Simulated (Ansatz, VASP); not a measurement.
**Two plane-wave programs on HfC**

```xyz
2
Lattice="0.0000 2.3250 2.3250 2.3250 0.0000 2.3250 2.3250 2.3250 0.0000" Properties=species:S:1:pos:R:3 pbc="T T T"
Hf    2.3250    2.3250    2.3250
C     0.0000    0.0000   -0.2250
```

Alike in both runs: task single point; functional PBE; k mesh 18 × 18 × 18; occupations gaussian, width 0.15 eV; no spin polarisation.

|  | VASP | Ansatz |
| --- | --- | --- |
| version | VASP 6.6.1 | Ansatz 0.2.0 |
| potentials or method | VASP PAW PBE potentials, release 64 (Hf_pv, C), cutoff 520 eV | scalar-relativistic, plane waves, PAW |
| valence electrons in the cell | 14 | 30 |

|  | VASP | Ansatz | Ansatz less VASP |
| --- | --- | --- | --- |
| gap on the k mesh at the Fermi level (eV) | none | none | - |
| pressure (GPa) | 4.4 | 5.0 | +0.59 |
| traceless stress, the component that is largest in VASP (GPa) | 11.03 | 10.82 | -0.213 |
| rms of the force components (eV/Å) | 1.181 | 1.180 | -0.0009 |

Atom by atom the forces differ by 0.001 eV/Å (rms over components). A gap of «none» marks a metal or a gap that the smearing closes. VASP's potentials hold 14 valence electrons a cell and Ansatz's 30, so a difference there can come from the potentials and not from the codes.

Spin-orbit coupling is off throughout.
